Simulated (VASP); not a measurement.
Wanted: the native input for a VASP 6.6.1 run.

```yaml
Task: single point
Functional: PBE
Potentials_or_basis: VASP PAW PBE potentials, release 64 (Sr_sv, O)
Cutoff: 520 eV
k_mesh: 6 × 6 × 4
Occupations: gaussian, width 0.1 eV
Spin: collinear spin, ferromagnetic start
Starting_moments: "[0.0, 0.0, 1.0] μB"
Dipole_correction: no
Further_INCAR_settings: ALGO = Normal; EDIFF = 1e-07; NBANDS = 24
```

The structure of Sr2O lies in POSCAR:

```
Sr2O
1.0
    4.9152696844      0.0000000000      0.0000000000
   -2.4576348422      4.2567484132      0.0000000000
    0.0000000000      0.0000000000      4.0229284377
Sr O
2 1
Direct
    0.3333333333      0.6666666667      0.0000000000
    0.6666666667      0.3333333333      0.0000000000
    0.0000000000      0.0000000000      0.0000000000
```

The input as run:

INCAR

```
  ALGO = Normal
  EDIFF = 1E-7
  ENCUT = 520
  GGA = PE
  ISIF = 2
  ISMEAR = 0
  ISPIN = 2
  LASPH = T
  LCHARG = F
  LORBIT = 11
  LREAL = F
  LWAVE = F
  MAGMOM = 0 0 1
  NBANDS = 24
  NELM = 150
  PREC = Accurate
  SIGMA = 0.1
```

KPOINTS

```
k-points
0
Gamma
  6 6 4
```

Potentials or basis: VASP PAW PBE potentials, release 64 (Sr_sv, O).

The run is started by

```sh
$ cat potpaw_PBE.64/Sr_sv/POTCAR potpaw_PBE.64/O/POTCAR > POTCAR
$ mpirun -np 1 vasp_std > vasp.out
```

Results of the run:

```
Pressure                                              : 0.3 GPa
Band gap on the k mesh                                : zero (filled and empty bands overlap)
Net moment                                            : 0.00 μB per cell
Valence electrons inside the program's atomic spheres : Sr 8.09; O 4.83
```

Caveat: the k points lie up to 0.39 Å⁻¹ apart.

Run time: 52 s on 1 thread of Intel(R) Xeon(R) 6975P-C (Granite Rapids), with other jobs on the host, peak memory 0.28 GiB.
